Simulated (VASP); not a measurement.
# In3F (R-3c) in VASP: further runs

Runs on In3F. Level: PBE. Tasks: relaxation of cell and atoms, single point.

Program: VASP 6.6.1. These are calculated values, not measurements. Logs are shortened: lines on timing, memory, paths and dates and some standing lists are left out, and cuts for length are marked.

### Step 1. The cell of the first run

The structure is trigonal, space group R-3c (No. 167). The conventional cell has a = 6.747 Å, b = 6.747 Å, c = 16.516 Å, α = 90.00°, β = 90.00°, γ = 120.00°. In (site symmetry 2) has 2 F at 2.39 Å within 3.2 Å. Within 3.2 Å of F (site symmetry -3) lie 6 In at 2.39 Å.

The cell was generated, and may not be a known phase.

### Step 2. Relaxation of cell and atoms, PBE

Input file INCAR:

```
SYSTEM = In3F
PREC = Accurate
ENCUT = 600
EDIFF = 1E-7
ISMEAR = 0
SIGMA = 0.1
LREAL = .FALSE.
LASPH = .TRUE.
NELM = 80
ALGO = Normal
ISIF = 3
LWAVE = .FALSE.
LCHARG = .FALSE.
GGA = PE
IBRION = 2
NSW = 90
EDIFFG = -0.04
```

Input file KPOINTS:

```
Automatic mesh
0
G
  3 3 3
  0 0 0
```

Input file POSCAR:

```
In3F
1.0
    3.3735602100      1.9477258900      5.5054842800
   -3.3735602100      1.9477258900      5.5054842800
    0.0000000000     -3.8954517900      5.5054842800
In F
6 2
Direct
    0.7265845500      0.2500000000      0.7734154500
    0.2500000000      0.7734154500      0.7265845500
    0.7734154500      0.7265845500      0.2500000000
    0.2734154500      0.7500000000      0.2265845500
    0.7500000000      0.2265845500      0.2734154500
    0.2265845500      0.2734154500      0.7500000000
    0.5000000000      0.5000000000      0.5000000000
    0.0000000000      0.0000000000      0.0000000000
```

Potentials or basis: VASP PAW PBE potentials, release 64 (In_d, F).

Launch:

```bash
$ cat potpaw_PBE.64/In_d/POTCAR potpaw_PBE.64/F/POTCAR > POTCAR
$ mpirun -np 1 vasp_std > vasp.out
```

OUTCAR:

```text
SYSTEM = In3F
   PREC = Accurate
   ENCUT = 600
   EDIFF = 1E-7
   ISMEAR = 0
   LREAL = .FALSE.
   LASPH = .TRUE.
   NELM = 80
   ISIF = 3
   GGA = PE
   IBRION = 2
   NSW = 90
   EDIFFG = -0.04

 ion  position               nearest neighbor table
   1  0.727  0.250  0.773-   7 2.39   8 2.39   6 3.38   6 3.38   5 3.38   5 3.38   3 3.38   3 3.38
                             2 3.38   2 3.38
   2  0.250  0.773  0.727-   8 2.39   7 2.39   6 3.38   6 3.38   4 3.38   4 3.38   3 3.38   3 3.38
                             1 3.38   1 3.38
   3  0.773  0.727  0.250-   7 2.39   8 2.39   4 3.38   5 3.38   5 3.38   4 3.38   1 3.38   2 3.38
                             2 3.38   1 3.38
   4  0.273  0.750  0.227-   7 2.39   8 2.39   3 3.38   3 3.38   2 3.38   2 3.38   6 3.38   6 3.38
                             5 3.38   5 3.38
   5  0.750  0.227  0.273-   8 2.39   7 2.39   3 3.38   3 3.38   1 3.38   1 3.38   6 3.38   6 3.38
                             4 3.38   4 3.38
   6  0.227  0.273  0.750-   7 2.39   8 2.39   2 3.38   1 3.38   2 3.38   1 3.38   5 3.38   4 3.38
                             4 3.38   5 3.38
   7  0.500  0.500  0.500-   3 2.39   6 2.39   4 2.39   1 2.39   5 2.39   2 2.39
   8  0.000  0.000  0.000-   3 2.39   6 2.39   5 2.39   2 2.39   1 2.39   4 2.39

  LATTYP: Found a trigonal (rhomboedric) cell.
 ALAT       =     6.7442495350
 COS(alpha) =     0.4995742305

  Lattice vectors:

 A1 = (   3.3735602100,   1.9477258900,   5.5054842800)
 A2 = (  -3.3735602100,   1.9477258900,   5.5054842800)
 A3 = (   0.0000000000,  -3.8954517900,   5.5054842800)

Analysis of symmetry for initial positions (statically):
=====================================================================
 Subroutine PRICEL returns:
 Original cell was already a primitive cell.

 Routine SETGRP: Setting up the symmetry group for a
 trigonal (rhombohedral) supercell.

 Subroutine GETGRP returns: Found 12 space group operations
 (whereof  6 operations were pure point group operations)
 out of a pool of 12 trial point group operations.

The static configuration has the point symmetry S_6 .
 The point group associated with its full space group is D_3d.

Analysis of symmetry for dynamics (positions and initial velocities):
=====================================================================
 Subroutine PRICEL returns:
 Original cell was already a primitive cell.

 Routine SETGRP: Setting up the symmetry group for a
 trigonal (rhombohedral) supercell.

 Subroutine GETGRP returns: Found 12 space group operations
 (whereof  6 operations were pure point group operations)
 out of a pool of 12 trial point group operations.

The dynamic configuration has the point symmetry S_6 .
 The point group associated with its full space group is D_3d.

 Subroutine INISYM returns: Found 12 space group operations
 (whereof  6 operations are pure point group operations),
 and found     1 'primitive' translations
[... 88 lines left out ...]
   EDIFF  = 0.1E-06   stopping-criterion for ELM
   LREAL  =      F    real-space projection
   EDIFFG = -.4E-01   stopping-criterion for IOM
   NSW    =     90    number of steps for IOM
   IBRION =      2    ionic relax: 0-MD 1-quasi-New 2-CG
   NFREE  =      1    steps in history (QN), initial steepest desc. (CG)
   ISIF   =      3    stress and relaxation
   ISYM   =      2    0-nonsym 1-usesym 2-fastsym
   POTIM  = 0.5000    time-step for ionic-motion
   TEBEG  =    0.0;   TEEND  =   0.0 temperature during run
   PSTRESS=    0.0 pullay stress
   NELECT =      92.0000    total number of electrons
   NUPDOWN=      -1.0000    fix difference up-down
   EMIN   =  10.00;   EMAX   =-10.00  energy-range for DOS
   EFERMI =   0.00;   METHOD = LEGACY
   ISMEAR =     0;   SIGMA  =   0.10  broadening in eV -4-tet -1-fermi 0-gaus
   EFERMI_NEDOS =   21; number of points for ismear=-14 and -15
   IALGO  =     38    algorithm
   IMIX   =      4    mixing-type and parameters
     AMIX     =   0.40;   BMIX     =  1.00
     AMIX_MAG =   1.60;   BMIX_MAG =  1.00
  volume/ion in A,a.u.               =      27.13       183.09
  Fermi-wavevector in a.u.,A,eV,Ry     =   1.229749  2.323888 20.575848  1.512282
  Thomas-Fermi vector in A             =   2.364624
   LORBIT       =      0    0 simple, 1 ext, 2 COOP (PROOUT), +10 PAW based schemes
   GGA     = PE    functional components
   LHFCALC =     F    Hartree Fock is set to
   AEXX    =    0.0000 exact exchange contribution
   IVDW    =     0    specifies the selected vdW correction
   LEPSILON=     F    determine dielectric tensor
   LRPA    =     F    only Hartree local field effects (RPA)
 conjugate gradient relaxation of ions
 non-spin polarized calculation
 Gauss-broadening in eV      SIGMA  =   0.10
  energy-cutoff  :      600.00
  volume of cell :      217.05
 maximum number of plane-waves:      7311
 NGX is ok and might be reduce to    54
   NGX = 27   NGY = 27   NGZ = 27

--------------------------------------- Ionic step        1  -------------------------------------------

 number of electron      92.0000011 magnetization

 Free energy of the ion-electron system (eV)
  ---------------------------------------------------
  ext. energy  EPLUGINS =         0.00000000
  ---------------------------------------------------
  free energy    TOTEN  =       -21.58644159 eV

  energy without entropy =      -21.57022289  energy(sigma->0) =      -21.57833224

------------------------ aborting loop because EDIFF is reached ----------------------------------------

  FORCE on cell =-STRESS in cart. coord.  units (eV):
  Direction    XX          YY          ZZ          XY          YZ          ZX
  --------------------------------------------------------------------------------------
  -------------------------------------------------------------------------------------
  Total        9.8186028      9.8186028      9.7754680     -0.0000000     -0.0000000      0.0000000
  in kB       72.4764971     72.4764970     72.1580954     -0.0000000     -0.0000000      0.0000000
  external PRESSURE =      72.3703631 kB  Pullay stress =       0.0000000 kB
[... 820 lines left out ...]
     54      10.9931      0.00000
     55      11.2783      0.00000

[... ionic steps 4 to 36 ...]

--------------------------------------- Ionic step       37  -------------------------------------------

 number of electron      92.0000007 magnetization

------------------------ aborting loop because EDIFF is reached ----------------------------------------
[... 79 lines left out ...]
--------------------------------------- Ionic step       39  -------------------------------------------

 number of electron      92.0000020 magnetization

 Free energy of the ion-electron system (eV)
  ---------------------------------------------------
  ext. energy  EPLUGINS =         0.00000000
  ---------------------------------------------------
  free energy    TOTEN  =       -24.27927390 eV

  energy without entropy =      -24.27084364  energy(sigma->0) =      -24.27505877

 E-fermi :   6.2462     XC(G=0):  -9.7646

 val. band max:        6.0489835427   @ k =   0.3333   0.3333   0.3333
 cond. band min:       6.2805269805   @ k =   0.0000   0.0000   0.0000
 fundamental gap:      0.2315434379
 Fermi energy:         6.2462429003
[... 381 lines left out ...]
  FREE ENERGIE OF THE ION-ELECTRON SYSTEM (eV)
  ---------------------------------------------------
  free  energy   TOTEN  =       -24.2792738963 eV

  energy  without entropy=      -24.2708436448  energy(sigma->0) =      -24.27505877

 reached required accuracy - stopping structural energy minimisation
```

Run time: 39 min. Hardware: 1 thread of AMD EPYC 9R45 (Zen 5), shared host; peak memory 0.42 GiB.

What came out:

| Quantity | Value |
| --- | --- |
| Free energy | -24.2793 eV |
| Relaxed volume | 23.94 Å³/atom |
| Relaxed cell | a = 6.103 Å, b = 6.103 Å, c = 6.103 Å, α = 69.13°, β = 69.13°, γ = 69.13° |
| Space group after relaxing (to 0.1 Å) | R-3c (No. 167) |
| Energy gained by relaxing | 336.6 meV/atom |
| Ionic steps | 39 |
| Pressure after relaxing | 0.0 GPa |
| Largest force after relaxing | 0.017 eV/Å |
| Band gap on the k mesh | zero (bands 46 and 47 overlap by 1.35 eV) |

Forces on the atoms (eV/Å):
```
In  -0.008 -0.014  0.000
In  -0.008  0.014  0.000
In   0.017  0.000  0.000
In   0.008  0.014  0.000
In   0.008 -0.014  0.000
In  -0.017  0.000  0.000
F    0.000  0.000  0.000
F    0.000  0.000  0.000
```

Step by step:
```csv
step,energy change (eV),largest force (eV/Å),pressure (GPa),volume (Å³)
1,0.0000,0.1892,7.24,217.05
2,-0.9125,0.0756,0.83,257.87
3,-0.9353,0.0530,-0.20,269.76
4,-0.9366,0.0569,-0.01,267.45
5,-0.9364,0.0589,0.07,266.37
6,-0.9374,0.0594,0.07,266.32
7,-0.9404,0.0626,0.07,266.17
8,-0.9470,0.0692,0.06,265.86
9,-0.9621,0.0792,0.03,265.24
10,-0.9992,0.1001,-0.05,264.01
11,-1.1013,0.1405,-0.33,261.54
12,-1.4076,0.1764,-1.30,256.62
13,-1.7504,0.1101,-3.53,246.80
14,-1.7566,0.0452,-3.18,248.52
15,-1.7569,0.0460,-3.19,248.50
16,-1.7578,0.0471,-3.21,248.43
17,-1.7596,0.0488,-3.20,248.30
18,-1.7630,0.0530,-3.22,248.03
19,-1.7695,0.0613,-3.27,247.50
20,-1.7810,0.0772,-3.33,246.44
21,-1.7981,0.1065,-3.47,244.33
22,-1.8192,0.1308,-3.83,240.14
23,-1.8432,0.2515,-3.97,231.87
24,-1.8349,0.1225,-4.00,237.92
25,-1.8553,0.1516,-4.07,234.88
26,-1.9030,0.1686,-3.98,232.34
27,-2.0181,0.2521,-3.59,224.83
28,-2.0453,0.5380,-2.27,210.27
29,-2.0741,0.4004,-2.96,216.91
30,-2.1291,0.3793,-2.85,215.24
31,-2.2779,0.3136,-2.47,210.30
32,-2.4960,0.1943,-1.42,200.64
33,-2.5535,0.0954,2.19,182.20
34,-2.6025,0.0725,0.17,190.51
35,-2.6047,0.0481,0.49,189.08
36,-2.6285,0.0373,0.38,189.49
37,-2.6777,0.0073,0.12,190.62
38,-2.6732,0.0350,-0.06,192.36
39,-2.6928,0.0167,-0.01,191.52
```

Final structure:
```yaml
crystal:
  lattice:
    - [3.46264, 1.99916, 4.61125]
    - [-3.46264, 1.99916, 4.61125]
    - [0.00000, -3.99831, 4.61125]
  atoms:
    - { symbol: In, position: [0.55535, 0.25000, 0.94465] }
    - { symbol: In, position: [0.25000, 0.94465, 0.55535] }
    - { symbol: In, position: [0.94465, 0.55535, 0.25000] }
    - { symbol: In, position: [0.44465, 0.75000, 0.05535] }
    - { symbol: In, position: [0.75000, 0.05535, 0.44465] }
    - { symbol: In, position: [0.05535, 0.44465, 0.75000] }
    - { symbol: F, position: [0.50000, 0.50000, 0.50000] }
    - { symbol: F, position: [0.00000, 0.00000, 0.00000] }
```

Caveat: the k points lie up to 0.38 Å⁻¹ apart in the final cell, too coarse for converged energies and pressures of a metal; spin-orbit coupling is left out, which moves the levels of the heavy elements.

### Step 3. Single point, PBE

This run uses another cell than the first one, of 23.95 Å³/atom.

Input file INCAR:

```
ALGO = Normal ; EDIFF = 1E-6
ENCUT = 520 ; GGA = PE
ISIF = 2 ; ISMEAR = 0
LASPH = T ; LCHARG = T
LELF = T ; LREAL = F
LVHAR = T ; LWAVE = F
NBANDS = 56 ; NELM = 60
PREC = Accurate ; SIGMA = 0.1
```

Input file KPOINTS:

```
k-points
0
Gamma
  6 6 6
```

Input file POSCAR:

```
In3F
1.0
    3.3679151629      1.9444667259      4.8754835030
   -3.3679151629      1.9444667259      4.8754835030
    0.0000000000     -3.8889334518      4.8754835030
In F
6 2
Direct
    0.5438554616      0.2500000000      0.9561445384
    0.2500000000      0.9561445384      0.5438554616
    0.9561445384      0.5438554616      0.2500000000
    0.4561445384      0.7500000000      0.0438554616
    0.7500000000      0.0438554616      0.4561445384
    0.0438554616      0.4561445384      0.7500000000
    0.5000000000      0.5000000000      0.5000000000
    0.0000000000      0.0000000000      0.0000000000
```

Potentials or basis: VASP PAW PBE potentials, release 64 (In_d, F).

Launch:

```bash
$ cat potpaw_PBE.64/In_d/POTCAR potpaw_PBE.64/F/POTCAR > POTCAR
$ mpirun -np 1 vasp_std > vasp.out
```

It took 3.2 min on 1 thread of AMD EPYC 9R45 (Zen 5), shared host; peak memory 0.43 GiB.

It converged, with:

```yaml
Free_energy: -24.1999 eV
Pressure: -0.1 GPa
Band_gap_on_the_k_mesh: zero (bands 46 and 47 overlap by 1.55 eV)
```

Levels at points of the mesh, in eV from the Fermi level:
```csv
k point,band 43,band 44,band 45,band 46,band 47,band 48,band 49,band 50
"(0.00, 0.00, 0.00)",-1.79,-1.45,-1.45,-0.98,-0.98,0.26,0.26,0.67
"(0.50, 0.00, 0.00)",-2.40,-2.40,-1.43,-1.43,0.24,0.24,2.07,2.07
"(0.50, 0.50, 0.00)",-2.77,-2.70,0.04,0.25,1.13,2.05,2.13,2.36
"(0.50, 0.50, 0.50)",-3.06,-3.06,-0.92,-0.92,1.32,1.32,1.32,1.32
```

Caveat: spin-orbit coupling is left out, which moves the levels of the heavy elements.

### Step 4. Single point, PBE, collinear spin

This run uses another cell than the first one, of 23.89 Å³/atom.

Input file INCAR:

```
SYSTEM = In3F
PREC = Accurate
ENCUT = 520
EDIFF = 1E-7
ISMEAR = 0
SIGMA = 0.1
LREAL = .False.
LASPH = .True.
NELM = 150
ALGO = Normal
ISIF = 2
LWAVE = .False.
LCHARG = .False.
ISPIN = 2
MAGMOM = 0 0 0 0 0 0 1 1
LORBIT = 11
GGA = PE
NBANDS = 60
```

Input file KPOINTS:

```
Automatic mesh
0
Gamma
  3 3 3
  0 0 0
```

Input file POSCAR:

```
In3F
1.0
    3.4576223914      1.9962592184      4.6140097824
   -3.4576223914      1.9962592184      4.6140097824
    0.0000000000     -3.9925184369      4.6140097824
In F
6 2
Direct
    0.5528875189      0.2500000000      0.9471124811
    0.2500000000      0.9471124811      0.5528875189
    0.9471124811      0.5528875189      0.2500000000
    0.4471124811      0.7500000000      0.0528875189
    0.7500000000      0.0528875189      0.4471124811
    0.0528875189      0.4471124811      0.7500000000
    0.5000000000      0.5000000000      0.5000000000
    0.0000000000      0.0000000000      0.0000000000
```

Launch:

```bash
$ cat potpaw_PBE.64/In_d/POTCAR potpaw_PBE.64/F/POTCAR > POTCAR
$ mpirun -np 1 vasp_std > vasp.out
```

Wall time 96 s (1 thread of AMD EPYC 9R45 (Zen 5), shared host); peak memory 0.41 GiB.

Results (log left out):

```
Free energy                                           : -24.2635 eV
Pressure                                              : 0.0 GPa
Largest force                                         : 0.011 eV/Å
Band gap on the k mesh                                : zero (filled and empty bands overlap)
Net moment                                            : 0.00 μB per cell
Valence electrons inside the program's atomic spheres : In 11.27; F 6.04
```

Forces in eV/Å, atoms in the order of the input:
```
In   0.006  0.010  0.000
In   0.006 -0.010  0.000
In  -0.011  0.000  0.000
In  -0.006 -0.010  0.000
In  -0.006  0.010  0.000
In   0.011  0.000  0.000
F    0.000  0.000  0.000
F    0.000  0.000  0.000
```

Stress tensor (GPa, compression positive):
```
 0.00  0.00  0.00
 0.00  0.00  0.00
 0.00  0.00 -0.12
```

Levels at points of the mesh, in eV from the Fermi level:
Spin up:
```
           k point  band 44  band 45  band 46  band 47  band 48  band 49
(0.00, 0.00, 0.00)    -1.80    -1.52    -1.17    -1.17     0.03     0.03
```
Spin down:
```
           k point  band 42  band 43  band 44  band 45  band 46  band 47  band 48  band 49  band 50  band 51
(0.00, 0.00, 0.00)    -2.42    -1.80    -1.80    -1.52    -1.17    -1.17     0.03     0.03     0.80     1.98
```

Caveat: the k points lie up to 0.38 Å⁻¹ apart, too coarse for converged energies and pressures of a metal; spin-orbit coupling is left out, which moves the levels of the heavy elements.

### Step 5. Overview

| task | spin | cell | k mesh | cutoff (eV) | gap on the mesh (eV) | pressure (GPa) | largest force (eV/Å) |
| --- | --- | --- | --- | --- | --- | --- | --- |
| relaxation of cell and atoms | off | relaxed from a = 6.744 Å, angles 60.0°, 8 atoms, atomic positions A | 3 × 3 × 3 | 600 | none | 0.0 | 0.02 |
| single point | off | a = 6.237 Å, angles 65.4°, 8 atoms, atomic positions B | 6 × 6 × 6 | 520 | none | -0.1 | - |
| single point | collinear | a = 6.102 Å, angles 69.0°, 8 atoms, atomic positions C | 3 × 3 × 3 | 520 | none | 0.0 | 0.01 |

Alike in all rows: level PBE; potentials or basis VASP PAW PBE potentials, release 64 (In_d, F); smearing gaussian 0.1 eV.

Caveats: some runs use coarse meshes; spin-orbit coupling is left out, which moves the levels of the heavy elements.

Absolute energies hang on the potentials; compare differences alone.

The gap in the log of VASP goes by the Fermi energy; the results here count the filled bands.